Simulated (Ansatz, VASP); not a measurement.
## Ru: VASP beside Ansatz

```
Ru
1.0
     2.70580    0.00000    0.00000
    -1.35290    2.34329    0.00000
     0.00000    0.00000    4.41036
Ru
2
Direct
  0.33333 0.66667 0.25000
  0.66667 0.33333 0.75000
```

Change from the starting cell: zz strain of +3 %, PAW files.

Alike in both runs: task electric field gradients; functional PBE; k mesh 14 × 14 × 8; occupations fermi-dirac, width 0.03 eV; no spin polarisation.

|  | VASP | Ansatz |
| --- | --- | --- |
| version | VASP 6.6.1 | Ansatz 0.2.0 |
| potentials or method | VASP PAW PBE potentials, release 64 (Ru_pv) | PAW with Ansatz's default frozen-core files, scalar-relativistic |
| plane-wave cutoff (eV) | 520 | 420 |
| valence electrons in the cell | 28 | 32 |

Ansatz gave:

| Property | Result |
| --- | --- |
| pressure (GPa) | -4.6 |
| traceless stress, the component that is largest in VASP (GPa) | -9.94 |
| size of Vzz on the site where it differs most (V/Å²) | 0.7 |

**Question.** What did VASP give for the same quantities?

**Answer.** Pressure (GPa): -4.7; traceless stress, the component that is largest in VASP (GPa): -9.92; size of Vzz on the site where it differs most (V/Å²): 1.1.

The functional is the same, so the differences come from potentials, cutoffs and numerics. VASP's potentials hold 28 valence electrons a cell and Ansatz's 32, so a difference there can come from the potentials and not from the codes.
